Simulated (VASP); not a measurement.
A run of VASP 6.6.1 is set up as follows.

Contents of INCAR:

```
SYSTEM = H2W6NO12
PREC = Accurate
ENCUT = 520
EDIFF = 1E-6
ISMEAR = 0
SIGMA = 0.05
LREAL = .False.
LASPH = .True.
NELM = 200
ALGO = Normal
ISIF = 2
LWAVE = .False.
LCHARG = .True.
ISPIN = 2
MAGMOM = 0 0 0 0 0 0 0 0 0 0 0 0 0 0 0 0 0 0 1 0 0
LORBIT = 11
LMAXMIX = 4
GGA = PE
LELF = .True.
LVHAR = .True.
NBANDS = 102
GGA_COMPAT = .False.
NELMDL = -8
```

File KPOINTS:

```
Automatic mesh
0
Gamma
  2 2 1
  0 0 0
```

The input POSCAR:

```
H2W6NO12
1.0
    5.8066540000      0.0000000000      0.0000000000
   -2.2711170000      7.1707980000      0.0000000000
    0.0000000000      0.0000000000     16.6116650000
W O N H
6 12 1 2
Direct
    0.7365181497      0.1773445443      0.1008979709
    0.6677217702      0.5018281083      0.1539212844
    0.0450519251      0.3810927775      0.1957489556
    0.1261151281      0.9078467957      0.1700787943
    0.4613870253      0.6976410169      0.2927442057
    0.5610551459      0.2429398324      0.2612384598
    0.3799165202      0.9658052842      0.1043239612
    0.8808317950      0.9588456472      0.1135238079
    0.0636500000      0.3122501000      0.0792578000
    0.5823680000      0.3552309000      0.0601987000
    0.8468296719      0.2173659366      0.2930182114
    0.1958215003      0.1593513867      0.2167647524
    0.3811133863      0.5588631337      0.1733613030
    1.0107869348      0.6291390155      0.1423673216
    0.1415785895      0.5510090849      0.2948703137
    0.5144630164      0.4335802546      0.3220072571
    0.7642516221      0.7415777609      0.2401783581
    0.3863649461      0.9302962474      0.2655905458
    0.5421078729      0.7824357500      0.4020401264
    0.5339382398      0.9053380675      0.4257859875
    0.6062346926      0.7076932628      0.4427389590
```

Potentials or basis: VASP PAW PBE potentials, release 64 (W_sv, O, N, H).

Run with:

```console
$ cat potpaw_PBE.64/W_sv/POTCAR potpaw_PBE.64/O/POTCAR potpaw_PBE.64/N/POTCAR potpaw_PBE.64/H/POTCAR > POTCAR
$ mpirun -np 1 vasp_std > vasp.out
```

**Question.** Estimate the net moment.

**Answer.** 0.00 μB per cell.

**Question.** Estimate the largest force.

**Answer.** 1.086 eV/Å.

Forces in eV/Å, atoms in the order of the input:
```
W   -0.043 -0.465  0.063
W    0.156 -0.007 -0.031
W   -0.127 -0.180  0.006
W   -0.070 -0.226  0.220
W   -0.041  0.022 -0.095
W   -0.178 -0.286 -0.358
O    0.249  0.113 -0.267
O   -0.293  0.117 -0.120
O   -0.446 -0.252  0.409
O    0.531  0.460 -0.828
O    0.330 -0.032  0.182
O    0.028  0.075  0.115
O   -0.163  0.189  0.171
O    0.133  0.036 -0.024
O   -0.175  0.016  0.116
O   -0.158  0.402  0.259
O    0.084  0.068 -0.035
O    0.169 -0.067  0.162
N    0.010  0.035  0.088
H    0.017 -0.014 -0.025
H   -0.011 -0.005 -0.007
```

Caveat: the k points lie up to 0.57 Å⁻¹ apart; there is no dipole correction, which matters where the two faces differ.
